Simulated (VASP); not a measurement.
# Ti (P6_3/mmc) in VASP: further runs

The runs below take Ti through single point, electric field gradients, vibrations by perturbation theory, with PBE.

Everything below comes from runs of VASP 6.6.1. Logs are shortened: lines on timing, memory, paths and dates and some standing lists are left out, and cuts for length are marked.

## Step 1: The cell of the first run

It takes space group P6_3/mmc (No. 194, hexagonal). The conventional cell has a = 2.939 Å, b = 2.939 Å, c = 4.650 Å, α = 90.00°, β = 90.00°, γ = 120.00°. Ti (site symmetry -6m2) has 12 Ti at 2.88 to 2.94 Å within 3.8 Å.

## Step 2: Single point, PBE

The input, POSCAR:

```
Ti
1.0
    2.9385821062      0.0000000000      0.0000000000
   -1.4692910531      2.5448867551      0.0000000000
    0.0000000000      0.0000000000      4.6504271808
Ti
2
Direct
    0.3333333333      0.6666666667      0.2500000000
    0.6666666667      0.3333333333      0.7500000000
```

The input, INCAR.step1:

```
ALGO = Fast
EDIFF = 1E-7
ENCUT = 520
GGA = PE
ISIF = 2
ISMEAR = 0
LASPH = T
LCHARG = T
LMAXMIX = 4
LREAL = F
LWAVE = F
NBANDS = 19
NELM = 80
PREC = Accurate
SIGMA = 0.1
```

The input, KPOINTS.step1:

```
k-points
0
Gamma
  18 18 10
```

The input, INCAR.step2:

```
ALGO = Fast
EDIFF = 1E-7
ENCUT = 520
GGA = PE
ICHARG = 11
ISIF = 2
ISMEAR = -5
LASPH = T
LCHARG = F
LMAXMIX = 4
LORBIT = 10
LREAL = F
LWAVE = F
NBANDS = 19
NEDOS = 2001
NELM = 80
PREC = Accurate
SIGMA = 0.1
```

The input, KPOINTS.step2:

```
k-points
0
Gamma
  27 27 15
```

Potentials or basis: VASP PAW PBE potentials, release 64 (Ti_sv).

Launch:

```bash
$ cat potpaw_PBE.64/Ti_sv/POTCAR > POTCAR
$ cp INCAR.step1 INCAR
$ cp KPOINTS.step1 KPOINTS
$ mpirun -np 1 vasp_std > vasp.out
$ cp INCAR.step2 INCAR
$ cp KPOINTS.step2 KPOINTS
$ mpirun -np 1 vasp_std > vasp.out
```

OUTCAR:

```text
EDIFF = 1E-7
   ENCUT = 520
   GGA = PE
   ICHARG = 11
   ISIF = 2
   ISMEAR = -5
   LASPH = T
   LORBIT = 10
   LREAL = F
   NELM = 80
   PREC = Accurate

 ion  position               nearest neighbor table
   1  0.333  0.667  0.250-   2 2.88   2 2.88   2 2.88   2 2.88   2 2.88   2 2.88
   2  0.667  0.333  0.750-   1 2.88   1 2.88   1 2.88   1 2.88   1 2.88   1 2.88

  LATTYP: Found a hexagonal cell.
 ALAT       =     2.9385821062
 C/A-ratio  =     1.5825411756

  Lattice vectors:

 A1 = (   2.9385821062,   0.0000000000,   0.0000000000)
 A2 = (  -1.4692910531,   2.5448867551,   0.0000000000)
 A3 = (   0.0000000000,   0.0000000000,   4.6504271808)

Analysis of symmetry for initial positions (statically):
=====================================================================
 Subroutine PRICEL returns:
 Original cell was already a primitive cell.

 Routine SETGRP: Setting up the symmetry group for a
 hexagonal supercell.

 Subroutine GETGRP returns: Found 24 space group operations
 (whereof 12 operations were pure point group operations)
 out of a pool of 24 trial point group operations.

The static configuration has the point symmetry D_3d.
 The point group associated with its full space group is D_6h.

Analysis of symmetry for dynamics (positions and initial velocities):
=====================================================================
 Subroutine PRICEL returns:
 Original cell was already a primitive cell.

 Routine SETGRP: Setting up the symmetry group for a
 hexagonal supercell.

 Subroutine GETGRP returns: Found 24 space group operations
 (whereof 12 operations were pure point group operations)
 out of a pool of 24 trial point group operations.

The dynamic configuration has the point symmetry D_3d.
 The point group associated with its full space group is D_6h.

 Subroutine INISYM returns: Found 24 space group operations
 (whereof 12 operations are pure point group operations),
 and found     1 'primitive' translations

----------------------------------------------------------------------------------------

                                     Primitive cell

  volume of cell :      34.7776

  direct lattice vectors                    reciprocal lattice vectors
     2.938582106  0.000000000  0.000000000     0.340300173  0.196472397  0.000000000
    -1.469291053  2.544886755  0.000000000     0.000000000  0.392944793  0.000000000
     0.000000000  0.000000000  4.650427181     0.000000000  0.000000000  0.215034009

  length of vectors
     2.938582106  2.938582106  4.650427181     0.392944793  0.392944793  0.215034009

  position of ions in fractional coordinates (direct lattice)
     0.333333333  0.666666667  0.250000000
     0.666666667  0.333333333  0.750000000

  ion indices of the primitive-cell ions
   primitive index   ion index
                 1           1
                 2           2

----------------------------------------------------------------------------------------

 KPOINTS: k-points

Automatic generation of k-mesh.
 Grid dimensions read from file:
 generate k-points for:   27   27   15

 Generating k-lattice:

  Cartesian coordinates                     Fractional coordinates (reciprocal lattice)
     0.012603710  0.007276755  0.000000000     0.037037037 -0.000000000  0.000000000
     0.000000000  0.014553511  0.000000000     0.000000000  0.037037037  0.000000000
     0.000000000  0.000000000  0.014335601     0.000000000  0.000000000  0.066666667

  Length of vectors
     0.014553511  0.014553511  0.014335601

  Shift w.r.t. Gamma in fractional coordinates (k-lattice)
     0.000000000  0.000000000  0.000000000

 TETIRR: Found  10722 inequivalent tetrahedra from    65610

 Subroutine IBZKPT returns following result:
 ===========================================

 Found    600 irreducible k-points:

 Following reciprocal coordinates:
            Coordinates               Weight
  0.000000  0.000000  0.000000      1.000000
  0.037037  0.000000  0.000000      6.000000
  0.074074  0.000000  0.000000      6.000000
  0.111111  0.000000  0.000000      6.000000
  0.148148  0.000000  0.000000      6.000000
  0.185185  0.000000  0.000000      6.000000
[... 16 lines left out ...]
  0.333333  0.037037  0.000000     12.000000
  0.370370  0.037037  0.000000     12.000000
 [... further k-points ...]
   k-points           NKPTS =    600   k-points in BZ     NKDIM =    600   number of bands    NBANDS=     19
   number of dos      NEDOS =   2001   number of ions     NIONS =      2
   total plane-waves  NPLWV =  20736
   dimension x,y,z NGX =    24 NGY =   24 NGZ =   36
   dimension x,y,z NGXF=    48 NGYF=   48 NGZF=   72
   ions per type =               2
   NGX,Y,Z   is equivalent  to a cutoff of  13.58, 13.58, 12.87 a.u.
   NGXF,Y,Z  is equivalent  to a cutoff of  27.16, 27.16, 25.74 a.u.
 SYSTEM =  unknown system
   PREC   = accura    normal or accurate (medium, high low for compatibility)
   ISTART =      0    job   : 0-new  1-cont  2-samecut
   ICHARG =     11    charge: 1-file 2-atom 10-const
   ISPIN  =      1    spin polarized calculation?
   LNONCOLLINEAR =      F non collinear calculations
   LSORBIT =      F    spin-orbit coupling
   LASPH  =      T    aspherical Exc in radial PAW
   ENCUT  =  520.0 eV  38.22 Ry    6.18 a.u.   5.46  5.46  8.65*2*pi/ulx,y,z
   NELM   =     80;   NELMIN=  2; NELMDL=  0     # of ELM steps
   EDIFF  = 0.1E-06   stopping-criterion for ELM
   LREAL  =      F    real-space projection
   EDIFFG = 0.1E-05   stopping-criterion for IOM
   NSW    =      0    number of steps for IOM
   IBRION =     -1    ionic relax: 0-MD 1-quasi-New 2-CG
   NFREE  =      0    steps in history (QN), initial steepest desc. (CG)
   ISIF   =      2    stress and relaxation
   ISYM   =      2    0-nonsym 1-usesym 2-fastsym
   POTIM  = 0.5000    time-step for ionic-motion
   TEBEG  =    0.0;   TEEND  =   0.0 temperature during run
   PSTRESS=    0.0 pullay stress
   NELECT =      24.0000    total number of electrons
   NUPDOWN=      -1.0000    fix difference up-down
   EMIN   =  10.00;   EMAX   =-10.00  energy-range for DOS
   EFERMI =   0.00;   METHOD = LEGACY
   ISMEAR =    -5;   SIGMA  =   0.10  broadening in eV -4-tet -1-fermi 0-gaus
   EFERMI_NEDOS =   21; number of points for ismear=-14 and -15
   IALGO  =     68    algorithm
   IMIX   =      4    mixing-type and parameters
     AMIX     =   0.40;   BMIX     =  1.00
     AMIX_MAG =   1.60;   BMIX_MAG =  1.00
  volume/ion in A,a.u.               =      17.39       117.35
  Fermi-wavevector in a.u.,A,eV,Ry     =   1.446701  2.733869 28.476240  2.092945
  Thomas-Fermi vector in A             =   2.564740
   LORBIT       =     10    0 simple, 1 ext, 2 COOP (PROOUT), +10 PAW based schemes
   GGA     = PE    functional components
   LHFCALC =     F    Hartree Fock is set to
   AEXX    =    0.0000 exact exchange contribution
   IVDW    =     0    specifies the selected vdW correction
   LEPSILON=     F    determine dielectric tensor
   LRPA    =     F    only Hartree local field effects (RPA)
 non-spin polarized calculation
 RMM-DIIS sequential band-by-band and
 Fermi weights with tetrahedron method with Bloechl corrections
  energy-cutoff  :      520.00
  volume of cell :       34.78
 maximum number of plane-waves:       965
 NGX is ok and might be reduce to    24

 number of electron      24.0000002 magnetization

 Free energy of the ion-electron system (eV)
  ---------------------------------------------------
  ext. energy  EPLUGINS =         0.00000000
  ---------------------------------------------------
  free energy    TOTEN  =       -15.67014990 eV

  energy without entropy =      -15.67014990  energy(sigma->0) =      -15.67014990

 E-fermi :   8.3423     XC(G=0): -11.4919

 val. band max:        8.6271462291   @ k =   0.0000   0.0000   0.2000
 cond. band min:       8.3228128965   @ k =   0.2222   0.2222   0.4667
 fundamental gap:     -0.3043333325
 Fermi energy:         8.3423195676

 k-point     1 :       0.0000    0.0000    0.0000
  band No.  band energies     occupation
      1     -48.5397      2.00000
      2     -48.4032      2.00000
      3     -25.1275      2.00000
      4     -24.4857      2.00000
      5     -24.4857      2.00000
      6     -24.4212      2.00000
[... 11 lines left out ...]
     18       9.9402      0.00000
     19      11.4691      0.00000

 k-point     2 :       0.0370    0.0000    0.0000
  band No.  band energies     occupation
      1     -48.5383      2.00000
      2     -48.4027      2.00000
      3     -25.1245      2.00000
      4     -24.4919      2.00000
      5     -24.4878      2.00000
      6     -24.4225      2.00000
[... 11 lines left out ...]
     18       9.9179      0.00000
     19      11.4813      0.00000

 k-point     3 :       0.0741    0.0000    0.0000
  band No.  band energies     occupation
      1     -48.5343      2.00000
      2     -48.4011      2.00000
      3     -25.1155      2.00000
      4     -24.5102      2.00000
      5     -24.4939      2.00000
      6     -24.4264      2.00000
[... 11 lines left out ...]
     18       9.8546      0.00000
     19      11.5151      0.00000

 k-point     4 :       0.1111    0.0000    0.0000
  band No.  band energies     occupation
      1     -48.5278      2.00000
      2     -48.3987      2.00000
      3     -25.1008      2.00000
      4     -24.5396      2.00000
      5     -24.5036      2.00000
      6     -24.4408      2.00000
[... 11 lines left out ...]
     18       9.8088      0.00000
     19      11.5631      0.00000

 k-point     5 :       0.1481    0.0000    0.0000
  band No.  band energies     occupation
      1     -48.5191      2.00000
      2     -48.3955      2.00000
      3     -25.0809      2.00000
      4     -24.5787      2.00000
      5     -24.5162      2.00000
      6     -24.4805      2.00000
[... 11 lines left out ...]
     18       9.9682      0.00000
     19      11.6179      0.00000

 k-point     6 :       0.1852    0.0000    0.0000
  band No.  band energies     occupation
      1     -48.5086      2.00000
      2     -48.3919      2.00000
      3     -25.0562      2.00000
      4     -24.6256      2.00000
      5     -24.5309      2.00000
      6     -24.5271      2.00000
[... 11 lines left out ...]
     18      10.1640      0.00000
     19      11.6727      0.00000

 k-point     7 :       0.2222   -0.0000    0.0000
  band No.  band energies     occupation
      1     -48.4967      2.00000
      2     -48.3882      2.00000
      3     -25.0276      2.00000
      4     -24.6776      2.00000
      5     -24.5777      2.00000
      6     -24.5469      2.00000
[... 11 lines left out ...]
     18      10.3892      0.00000
     19      11.7235      0.00000

 k-point     8 :       0.2593    0.0000    0.0000
  band No.  band energies     occupation
      1     -48.4838      2.00000
      2     -48.3846      2.00000
      3     -24.9959      2.00000
      4     -24.7321      2.00000
      5     -24.6295      2.00000
      6     -24.5632      2.00000
[... 256 lines left out ...]
 k-point    20 :       0.2222    0.0370    0.0000
  band No.  band energies     occupation
      1     -48.4896      2.00000
      2     -48.3861      2.00000
      3     -25.0102      2.00000
      4     -24.7048      2.00000
      5     -24.6119      2.00000
      6     -24.5515      2.00000
[... 11 lines left out ...]
     18      10.5616      0.00000
     19      11.7405      0.00000

 k-point    21 :       0.2593    0.0370    0.0000
  band No.  band energies     occupation
      1     -48.4766      2.00000
      2     -48.3829      2.00000
      3     -24.9773      2.00000
      4     -24.7589      2.00000
      5     -24.6599      2.00000
      6     -24.5704      2.00000
[... 11 lines left out ...]
     18      10.8251      0.00000
     19      11.7797      0.00000

 k-point    22 :       0.2963    0.0370    0.0000
  band No.  band energies     occupation
      1     -48.4635      2.00000
      2     -48.3803      2.00000
      3     -24.9431      2.00000
      4     -24.8111      2.00000
      5     -24.7061      2.00000
      6     -24.5873      2.00000
[... 11 lines left out ...]
     18      11.1008      0.00000
     19      11.8120      0.00000

 k-point    23 :       0.3333    0.0370    0.0000
  band No.  band energies     occupation
      1     -48.4511      2.00000
      2     -48.3785      2.00000
      3     -24.9087      2.00000
      4     -24.8583      2.00000
      5     -24.7477      2.00000
      6     -24.6021      2.00000
[... 11 lines left out ...]
     18      11.3869      0.00000
     19      11.8372      0.00000

 k-point    24 :       0.3704    0.0370    0.0000
  band No.  band energies     occupation
      1     -48.4399      2.00000
      2     -48.3778      2.00000
      3     -24.8980      2.00000
      4     -24.8762      2.00000
      5     -24.7825      2.00000
      6     -24.6142      2.00000
[... 11 lines left out ...]
     18      11.6943      0.00000
     19      11.8558      0.00000

 [... further k-points ...]
[... 5 lines left out ...]
  --------------------------------------------------------------------------------------
  -------------------------------------------------------------------------------------
  Total       -0.1052334     -0.1052334     -0.0369846      0.0000000     -0.0000000      0.0000000
  in kB       -4.8480293     -4.8480293     -1.7038556      0.0000000     -0.0000000      0.0000000
  external PRESSURE =      -3.7999714 kB  Pullay stress =       0.0000000 kB

 VOLUME and BASIS-vectors are now :
 -----------------------------------------------------------------------------
  energy-cutoff  :      520.00
  volume of cell :       34.78
      direct lattice vectors                 reciprocal lattice vectors
     2.938582106  0.000000000  0.000000000     0.340300173  0.196472397  0.000000000
    -1.469291053  2.544886755  0.000000000     0.000000000  0.392944793  0.000000000
     0.000000000  0.000000000  4.650427181     0.000000000  0.000000000  0.215034009

 POSITION                                       TOTAL-FORCE (eV/Angst)
 -----------------------------------------------------------------------------------
     -0.00000      1.69659      1.16261         0.000000     -0.000000      0.000000
      1.46929      0.84830      3.48782        -0.000000      0.000000      0.000000
 -----------------------------------------------------------------------------------
    total drift:                                0.000000     -0.000000      0.000000

  FREE ENERGIE OF THE ION-ELECTRON SYSTEM (eV)
  ---------------------------------------------------
  free  energy   TOTEN  =       -15.6701499048 eV

  energy  without entropy=      -15.6701499048  energy(sigma->0) =      -15.67014990

 total charge

# of ion       s       p       d       tot
------------------------------------------
    1        2.249   6.121   1.878  10.248
    2        2.249   6.121   1.878  10.248
--------------------------------------------------
tot          4.498  12.242   3.756  20.496
```

Run time: 11 min. Hardware: 1 thread of Intel Xeon Platinum 8488C (Sapphire Rapids), shared host; peak memory 0.43 GiB.

What came out:

```yaml
Valence_electrons_inside_the_program's_atomic_spheres: Ti 10.25
```

Caveat: tetrahedron occupations give inexact forces and stress in metals.

## Step 3: Electric field gradients, PBE

This run uses another cell than the first one, of 17.46 Å³/atom.

The input, INCAR:

```
SYSTEM = Ti
PREC = Accurate
ENCUT = 520
EDIFF = 1E-8
ISMEAR = -1
SIGMA = 0.15
LREAL = .FALSE.
LASPH = .TRUE.
NELM = 100
ALGO = Fast
ISIF = 2
LWAVE = .FALSE.
LCHARG = .FALSE.
GGA = PE
LEFG = .TRUE.
NBANDS = 19
```

The input, KPOINTS:

```
Automatic mesh
0
G
  18 18 10
  0 0 0
```

The input, POSCAR:

```
Ti
1.0
    2.9405230253      0.0000000000      0.0000000000
   -1.4702615126      2.5465676403      0.0000000000
    0.0000000000      0.0000000000      4.6640088588
Ti
2
Direct
    0.3333333333      0.6666666667      0.2500000000
    0.6666666667      0.3333333333      0.7500000000
```

Potentials or basis: VASP PAW PBE potentials, release 64 (Ti_sv).

Launch:

```bash
$ cat potpaw_PBE.64/Ti_sv/POTCAR > POTCAR
$ mpirun -np 1 vasp_std > vasp.out
```

OUTCAR:

```text
SYSTEM = Ti
   PREC = Accurate
   ENCUT = 520
   EDIFF = 1E-8
   ISMEAR = -1
   LREAL = .FALSE.
   LASPH = .TRUE.
   NELM = 100
   ISIF = 2
   GGA = PE

 ion  position               nearest neighbor table
   1  0.333  0.667  0.250-   2 2.88   2 2.88   2 2.88   2 2.88   2 2.88   2 2.88
   2  0.667  0.333  0.750-   1 2.88   1 2.88   1 2.88   1 2.88   1 2.88   1 2.88

  LATTYP: Found a hexagonal cell.
 ALAT       =     2.9405230253
 C/A-ratio  =     1.5861154015

  Lattice vectors:

 A1 = (   2.9405230253,   0.0000000000,   0.0000000000)
 A2 = (  -1.4702615126,   2.5465676403,   0.0000000000)
[... 744 lines left out ...]
  free  energy   TOTEN  =       -15.7589048815 eV

  energy  without entropy=      -15.5667326190  energy(sigma->0) =      -15.66281875

 Electric field gradients (V/A^2)
---------------------------------------------------------------------
 ion       V_xx      V_yy      V_zz      V_xy      V_xz      V_yz
---------------------------------------------------------------------
   1      -8.141    -8.141    16.281    -0.000     0.000    -0.000
   2      -8.141    -8.141    16.281    -0.000    -0.000     0.000
---------------------------------------------------------------------

 Electric field gradients after diagonalization (V/A^2)
 (convention: |V_zz| > |V_xx| > |V_yy|)
----------------------------------------------------------------------
 ion       V_xx      V_yy      V_zz     asymmetry (V_yy - V_xx)/ V_zz
----------------------------------------------------------------------
   1      -8.141    -8.141    16.281       0.000
   2      -8.141    -8.141    16.281       0.000
----------------------------------------------------------------------

           NMR quadrupolar parameters

 Cq : quadrupolar parameter    Cq=e*Q*V_zz/h
 eta: asymmetry parameters     (V_yy - V_xx)/ V_zz
 Q  : nuclear electric quadrupole moment in mb (millibarn)
----------------------------------------------------------------------
 ion       Cq(MHz)       eta       Q (mb)
----------------------------------------------------------------------
   1       0.039       0.000       1.000
   2       0.039       0.000       1.000
----------------------------------------------------------------------
```

Wall time 13 min (1 thread of Intel Xeon Platinum 8488C (Sapphire Rapids), shared host); peak memory 0.24 GiB.

Results:

```yaml
Free_energy: -15.7589 eV
Pressure: -0.2 GPa
Band_gap_on_the_k_mesh: zero (bands 12 and 13 overlap by 1.10 eV)
Largest_electric_field_gradient_by_atom: Ti +16.3 V/Å²
```

Electric field gradients, principal values (V/Å²):
| atom | least | middle | greatest (by size) |
| --- | --- | --- | --- |
| 1 Ti | -8.141 | -8.141 | 16.281 |
| 2 Ti | -8.141 | -8.141 | 16.281 |

Caveat: without QUAD_EFG the Cq values of the log hold for a quadrupole moment of 1 mb, not for the nuclei.

[end of part 1 of 2]
